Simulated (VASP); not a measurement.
Ir, 1 atom in the cell. It takes space group Fm-3m (No. 225, cubic). The conventional cell has a = 3.831 Å, b = 3.831 Å, c = 3.831 Å, α = 90.00°, β = 90.00°, γ = 90.00°. Within 3.6 Å of Ir (site symmetry m-3m) lie 12 Ir at 2.71 Å. 

| Property | Result |
| --- | --- |
| Program | VASP 6.6.1 |
| Task | single point |
| Functional | r2SCAN |
| Potentials or basis | VASP PAW PBE potentials, release 64 (Ir_sv_GW) |
| Cutoff | 620 eV |
| k mesh | 9 × 9 × 9 |
| Occupations | fermi-dirac, width 0.1 eV |
| Spin | no spin polarisation |
| Dipole correction | no |
| Further INCAR settings | ALGO = Normal; EDIFF = 1e-06; NBANDS = 14 |

Potentials or basis: VASP PAW PBE potentials, release 64 (Ir_sv_GW).

Command:

```bash
$ cat potpaw_PBE.64/Ir_sv_GW/POTCAR > POTCAR
$ cp INCAR.step1 INCAR
$ mpirun -np 1 vasp_std > vasp.out
$ cp INCAR.step2 INCAR
$ mpirun -np 1 vasp_std > vasp.out
```

Hardware: 1 thread of Intel(R) Xeon(R) Platinum 8488C (Sapphire Rapids) (shared host).

Task: Estimate the wall time of this run.

Result: Run time: 24 s on 1 thread of Intel(R) Xeon(R) Platinum 8488C (Sapphire Rapids), on a shared host, peak memory 0.15 GiB. Counts: k points 35.
